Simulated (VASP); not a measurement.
A run of VASP 6.6.1 is set up as follows.

File INCAR:

```
SYSTEM = MnSb
PREC = Accurate
ENCUT = 520
EDIFF = 1E-7
ISMEAR = -1
SIGMA = 0.05
LREAL = .False.
LASPH = .True.
NELM = 150
ALGO = Normal
ISIF = 2
LWAVE = .False.
LCHARG = .False.
ISPIN = 2
MAGMOM = 0 0 4 4
LORBIT = 11
LMAXMIX = 4
LDAU = .True.
LDAUTYPE = 2
LDAUL = -1 2
LDAUU = 0 6
LDAUJ = 0 0
LDAUPRINT = 1
NBANDS = 30
```

File KPOINTS:

```
regular mesh
0
Gamma
  7 7 5
  0 0 0
```

The input POSCAR:

```
MnSb
1.0
    4.1500000000      0.0000000000      0.0000000000
   -2.0750000000      3.5940054257      0.0000000000
    0.0000000000      0.0000000000      5.7800000000
Sb Mn
2 2
Direct
    0.6666666667      0.3333333333      0.7500000000
    0.3333333333      0.6666666667      0.2500000000
    0.0000000000      0.0000000000      0.5000000000
    0.0000000000      0.0000000000      0.0000000000
```

Potentials or basis: VASP PAW LDA potentials, release 64 (Sb, Mn_pv).

The run is started by

```bash
$ cat potpaw_LDA.64/Sb/POTCAR potpaw_LDA.64/Mn_pv/POTCAR > POTCAR
$ mpirun -np 1 vasp_std > vasp.out
```

Q: Estimate the site moments.

A: Sb -0.20; Mn +4.30 μB.

Q: Estimate the net moment.

A: 8.21 μB per cell.

Q: Predict the pressure.

A: 3.9 GPa.

Stress tensor (GPa, compression positive):
```
3.03 0.00 0.00
0.00 3.03 0.00
0.00 0.00 5.60
```

Caveat: the U is typed as a test and isn't derived for this compound. The state reached can hang on the start; a lower one may exist.
